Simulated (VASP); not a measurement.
Here is a VASP 6.6.1 calculation.

INCAR

```
SYSTEM = TiSn2Te3
PREC = Accurate ; ENCUT = 520
EDIFF = 1E-6 ; ISMEAR = 0
SIGMA = 0.1 ; LREAL = .False.
LASPH = .True. ; NELM = 60
ALGO = Normal ; ISIF = 2
LWAVE = .False. ; LCHARG = .False.
GGA = PE ; NBANDS = 38
```

Contents of KPOINTS:

```
Automatic mesh
0
Gamma
  4 4 2
  0 0 0
```

Contents of POSCAR:

```
TiSn2Te3
1.0
    5.4148402019      0.0000000000      0.0000000000
    0.0000000000      5.4148402019      0.0000000000
    0.0000000000      0.0000000000      7.2707396982
Ti Sn Te
1 2 3
Direct
    0.5000000000      0.5000000000      0.5218389813
    0.5000000000      0.0000000000      0.9289951274
    0.0000000000      0.5000000000      0.9289951274
    0.5000000000      0.5000000000      0.1562305329
    0.5000000000      0.0000000000      0.5319502605
    0.0000000000      0.5000000000      0.5319502605
```

Potentials or basis: VASP PAW PBE potentials, release 64 (Ti_sv, Sn_d, Te).

Command:

```bash
$ cat potpaw_PBE.64/Ti_sv/POTCAR potpaw_PBE.64/Sn_d/POTCAR potpaw_PBE.64/Te/POTCAR > POTCAR
$ mpirun -np 1 vasp_std > vasp.out
```

(1) Estimate the pressure.

(2) Estimate the largest force.

Answers

(1) 0.3 GPa.

(2) 0.028 eV/Å.

Caveat: the k points lie up to 0.43 Å⁻¹ apart, too coarse for converged energies and pressures of a metal.
